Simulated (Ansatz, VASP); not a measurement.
## One calculation of BeS, two programs

The input INCAR:

```
SYSTEM = BeS
ALGO = Normal
EDIFF = 1E-7
EDIFFG = -0.002
ENCUT = 600
GGA = PE
GGA_COMPAT = .False.
IBRION = 2
ISIF = 3
ISMEAR = 0
LASPH = .True.
LCHARG = .False.
LREAL = .False.
LWAVE = .False.
NELM = 120
NELMIN = 4
NSW = 100
PREC = Accurate
SIGMA = 0.02
```

KPOINTS

```
k-points
0
Gamma
  8 8 8
  0 0 0
```

POSCAR

```
BeS
1.0
    0.0000000000      2.4200000000      2.4200000000
    2.4200000000      0.0000000000      2.4200000000
    2.4200000000      2.4200000000      0.0000000000
Be S
1 1
Direct
    0.0000000000      0.0000000000      0.0000000000
    0.2500000000      0.2500000000      0.2500000000
```

Input for Ansatz:

```yaml
crystal:
  lattice:
    - [0.0, 2.42, 2.42]
    - [2.42, 0.0, 2.42]
    - [2.42, 2.42, 0.0]
  atoms:
    - { symbol: Be, position: [0.0, 0.0, 0.0] }
    - { symbol: S, position: [0.25, 0.25, 0.25] }
basis:
  ecutwfc: 420
kpoints:
  mp_grid: { grid: [8, 8, 8] }
hamiltonian:
  xc: pbe
  pseudopotentials: { kind: paw, azcp: { folder: soft_1 } }
scf:
  occupations: { method: gaussian, width: 0.02 }
output:
  forces: true
  stress: true
  eigenvalues: true
relax:
  adjacent_minimum: "off"
  f_tol: 0.002
  max_steps: 80
  cell: { stress_tol: 0.02 }
```

Alike in both runs: task relaxation of cell and atoms; functional PBE; k mesh 8 × 8 × 8; occupations gaussian, width 0.02 eV; no spin polarisation.

```csv
,VASP,Ansatz
version,VASP 6.6.1,Ansatz 0.2.0
potentials or method,"VASP PAW PBE potentials, release 64 (Be, S), cutoff 600 eV","scalar-relativistic, plane waves, PAW"
valence electrons in the cell,8,8
```

|  | VASP | Ansatz | Ansatz less VASP |
| --- | --- | --- | --- |
| gap on the k mesh at the Fermi level, each at its own relaxed structure (eV) | 3.15 | 3.15 | -0.001 |
| relaxed volume (Å³/atom) | 14.50 | 14.49 | -0.008 |
| relaxed cell length with the largest relative difference (Å) | 3.448 | 3.448 | -0.0007 |
